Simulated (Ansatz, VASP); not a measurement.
**Ge: VASP beside Ansatz**

```
Ge
1.0
     4.05692    0.00000    0.00000
    -2.02846    3.51340    0.00000
     0.00000    0.00000    6.59637
Ge
4
Direct
  0.66667 0.33333 0.06291
  0.33333 0.66667 0.56291
  0.66667 0.33333 0.43709
  0.33333 0.66667 0.93709
```

Change from the starting cell: strain +0.015 along x and y, +0.000 along z, atoms carried along.

Alike in both runs: task single point; functional PBEsol; k mesh 12 × 12 × 8; occupations gaussian, width 0.15 eV; no spin polarisation.

|  | VASP | Ansatz |
| --- | --- | --- |
| version | VASP 6.6.1 | Ansatz 0.2.0 |
| potentials or method | VASP PAW PBE potentials, release 64 (Ge_d), cutoff 520 eV | scalar-relativistic, plane waves, PAW |
| valence electrons in the cell | 56 | 56 |

Ansatz gave:

- gap on the k mesh at the Fermi level (eV): none
- pressure (GPa): -1.9
- traceless stress, the component that is largest in VASP (GPa): 1.59
- rms of the force components (eV/Å): 0.083

Task: Which values does VASP return?

Result: gap on the k mesh at the Fermi level (eV): none; pressure (GPa): -1.9; traceless stress, the component that is largest in VASP (GPa): 1.59; rms of the force components (eV/Å): 0.082.

VASP's potentials were made for PBE, not for PBEsol. Atom by atom the forces differ by 0.001 eV/Å (rms over components). A gap of «none» marks a metal or a gap that the smearing closes. The functional is the same, so the differences come from potentials, cutoffs and numerics.
